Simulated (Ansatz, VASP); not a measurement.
# CdO in VASP and in Ansatz

The input INCAR:

```
PREC = Accurate ; ENCUT = 600
EDIFF = 1E-6 ; ISMEAR = -1
SIGMA = 0.02 ; LREAL = False
LASPH = True ; NELM = 120
ALGO = Normal ; ISIF = 2
LWAVE = False ; LCHARG = False
GGA = PE ; NBANDS = 16
GGA_COMPAT = False
```

Contents of KPOINTS:

```
regular mesh
0
Gamma
  11 11 11
```

POSCAR

```
CdO
1.0
    0.0000000000      2.3675570784      2.3675570784
    2.3675570784      0.0000000000      2.3675570784
    2.3675570784      2.3675570784      0.0000000000
Cd O
1 1
Direct
    0.0000000000      0.0000000000      0.0000000000
    0.5000000000      0.5000000000      0.5000000000
```

Input for Ansatz:

```yaml
crystal:
  lattice:
    - [0.0, 2.3675570784, 2.3675570784]
    - [2.3675570784, 0.0, 2.3675570784]
    - [2.3675570784, 2.3675570784, 0.0]
  atoms:
    - { symbol: Cd, position: [0.0, 0.0, 0.0] }
    - { symbol: O, position: [0.5, 0.5, 0.5] }
kpoints:
  mp_grid: { grid: [11, 11, 11] }
scf:
  occupations: { method: fermi_dirac, width: 0.02 }
hamiltonian:
  xc: pbe
  pseudopotentials: { kind: all_electron, lapw: { basis_error: 0.0005 } }
output:
  forces: true
  stress: true
  eigenvalues: true
```

Change from the starting cell: volume scaled by 1.025.

Alike in both runs: task single point; functional PBE; k mesh 11 × 11 × 11; occupations fermi-dirac, width 0.02 eV; no spin polarisation.

|  | VASP | Ansatz |
| --- | --- | --- |
| version | VASP 6.6.1 | Ansatz 0.2.0 |
| potentials or method | VASP PAW PBE potentials, release 64 (Cd, O), cutoff 600 eV | all-electron LAPW, scalar-relativistic |

|  | VASP | Ansatz | Ansatz less VASP |
| --- | --- | --- | --- |
| pressure (GPa) | 3.8 | 2.7 | -1.12 |

Ansatz ran all-electron here, and VASP with PAW potentials.
